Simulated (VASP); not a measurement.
A run of VASP 6.6.1 is set up as follows.

The input POSCAR:

```
Cd3HgTe4
1.0
    6.6900718702      0.0000000000      0.0000000000
    0.0000000000      6.6900718702      0.0000000000
    0.0000000000      0.0000000000      6.6900718702
Cd Te Hg
3 4 1
Direct
    0.5000000000      0.0000000000      0.0000000000
    0.0000000000      0.5000000000      0.0000000000
    0.0000000000      0.0000000000      0.5000000000
    0.7506753028      0.2493246972      0.2493246972
    0.2493246972      0.7506753028      0.2493246972
    0.2493246972      0.2493246972      0.7506753028
    0.7506753028      0.7506753028      0.7506753028
    0.5000000000      0.5000000000      0.5000000000
```

Contents of INCAR.step1:

```
SYSTEM = Cd3HgTe4
PREC = Accurate
ENCUT = 520
ISMEAR = 0
SIGMA = 0.01
LREAL = .False.
LASPH = .True.
NELM = 80
NBANDS = 46
GGA = PE
ALGO = Normal
EDIFF = 1E-4
LWAVE = .True.
LCHARG = .False.
```

Contents of INCAR.step2:

```
SYSTEM = Cd3HgTe4
PREC = Accurate
ENCUT = 520
EDIFF = 1E-6
ISMEAR = 0
SIGMA = 0.01
LREAL = .False.
LASPH = .True.
NELM = 80
ALGO = Normal
ISIF = 2
LWAVE = .False.
LCHARG = .True.
METAGGA = R2SCAN
LMIXTAU = .True.
LELF = .True.
LVHAR = .True.
NBANDS = 46
ISTART = 1
```

The input KPOINTS:

```
Automatic mesh
0
Gamma
  4 4 4
  0 0 0
```

Potentials or basis: VASP PAW PBE potentials, release 64 (Cd, Te, Hg).

Command:

```sh
$ cat potpaw_PBE.64/Cd/POTCAR potpaw_PBE.64/Te/POTCAR potpaw_PBE.64/Hg/POTCAR > POTCAR
$ cp INCAR.step1 INCAR
$ mpirun -np 1 vasp_std > vasp.out
$ cp INCAR.step2 INCAR
$ mpirun -np 1 vasp_std > vasp.out
```

Problem. What does it give for the pressure?

Solution. -2.0 GPa.

Problem. Estimate the band gap on the k mesh.

Solution. 0.51 eV.

Caveat: the PAW data sets were made with another functional, which shifts forces and pressure a little; spin-orbit coupling is left out, which moves the levels of the heavy elements.
